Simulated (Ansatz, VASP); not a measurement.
# AlN in VASP and in Ansatz

```
Al N
1.0
     0.00000    2.03452    2.03452
     2.03452    0.00000    2.03452
     2.03452    2.03452    0.00000
Al N
1 1
Direct
  0.50000 0.50000 0.50000
  0.00000 0.00000 0.00000
```

Alike in both runs: task single point; functional PBE; k mesh 6 × 6 × 6; occupations fermi-dirac, width 0.05 eV; no spin polarisation.

```csv
,VASP,Ansatz
version,VASP 6.6.1,Ansatz 0.2.0
potentials or method,"VASP PAW PBE potentials, release 64 (Al, N), cutoff 520 eV",all-electron PAW datasets made for the crystal
```

Ansatz gave:

| Item | Value |
| --- | --- |
| gap on the k mesh at the Fermi level (eV) | 4.44 |
| least direct gap on the mesh (eV) | 5.41 |
| pressure (GPa) | 0.3 |

Task: Which values does VASP return?

Result: gap on the k mesh at the Fermi level (eV): 4.42; least direct gap on the mesh (eV): 5.40; pressure (GPa): 0.0.

Ansatz ran all-electron here, and VASP with PAW potentials.

The k mesh is coarse, so the values compare programs but aren't converged.
